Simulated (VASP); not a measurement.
Runs of VASP 6.6.1 on HfN. The structure is that of space group F-43m (No. 216), or close to it. The cells are those of the table. 

| task | level | U | cell | cutoff (eV) | smearing | k mesh for the DOS | occupations for the DOS | gap on the mesh (eV) | pressure (GPa) |
| --- | --- | --- | --- | --- | --- | --- | --- | --- | --- |
| relaxation of cell and atoms | RPBE | - | relaxed from a = 3.472 Å, angles 60.0°, 2 atoms | 600 | fermi-dirac 0.05 eV | - | - | none | 0.0 |
| single point | PBEsol+U | Hf d U = 4.0 eV | a = 3.472 Å, angles 60.0°, 2 atoms | 520 | fermi-dirac 0.05 eV | - | - | none | 5.9 |
| single point | PBEsol | - | a = 3.495 Å, angles 60.0°, 2 atoms | 520 | fermi-dirac 0.05 eV | - | - | none | (b) |
| single point | PBEsol | - | a = 3.472, b = 3.472, c = 3.437 Å, angles 60.3, 60.3, 60.7°, 2 atoms | 520 | fermi-dirac 0.05 eV | - | - | none | (a) |
| single point | revPBE | - | a = 3.492 Å, angles 60.0°, 2 atoms | 520 | fermi-dirac 0.05 eV | - | - | none | -1.0 |
| single point | PBE | - | a = 3.472 Å, angles 60.0°, 2 atoms | 520 | gaussian 0.05 eV | - | - | none | -0.3 |
| single point | PBE | - | a = 3.517 Å, angles 60.0°, 2 atoms | 520 | fermi-dirac 0.05 eV | - | - | none | -7.3 |

Alike in all rows: potentials or basis VASP PAW PBE potentials, release 64 (Hf_pv, N); no spin polarisation; k mesh 9 × 9 × 9.

Task: Estimate the missing entries.

Result: (a) -5.8; (b) -9.4.

Caveats: spin-orbit coupling is left out, which moves the levels of the heavy elements; the PAW data sets were made with another functional, which shifts forces and pressure a little (some runs); U without spin polarisation on a metal has little footing (some runs).

A k mesh can miss the band edges, and the runs leave out spin-orbit coupling on Hf.

A gap of «none» marks levels without a gap at the run's occupations.
